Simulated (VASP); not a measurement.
Al, 3 atoms in the cell. Symmetry: P6/mmm, No. 191, hexagonal system. The conventional cell has a = 4.544 Å, b = 4.544 Å, c = 2.785 Å, α = 90.00°, β = 90.00°, γ = 120.00°. Within 3.7 Å of Al (site symmetry 6/mmm) lie 14 Al at 2.79 to 2.97 Å. Al (site symmetry -6m2) has 11 Al at 2.62 to 2.97 Å within 3.5 Å. 

| Item | Value |
| --- | --- |
| Program | VASP 6.6.1 |
| Task | relaxation of cell and atoms |
| Functional | BLYP |
| Potentials or basis | VASP PAW PBE potentials, release 64 (Al) |
| Cutoff | 500 eV |
| k mesh | 8 × 8 × 11 |
| Occupations | fermi-dirac, width 0.1 eV |
| Spin | no spin polarisation |
| Dipole correction | no |
| Further INCAR settings | ALGO = Normal; EDIFF = 1e-07; IBRION = 2; EDIFFG = -0.01; NSW = 80; ISIF = 3 |

Potentials or basis: VASP PAW PBE potentials, release 64 (Al).

Run with:

```bash
$ cat potpaw_PBE.64/Al/POTCAR > POTCAR
$ mpirun -np 1 vasp_std > vasp.out
```

Hardware: 1 thread of Intel Xeon 8259CL (shared host).

How long does it take, and how much memory?

It took 2.4 min on 1 thread of Intel Xeon 8259CL, with other jobs on the host, peak memory 0.16 GiB. Counts: scf iterations 44, k points 60, ion steps 7.
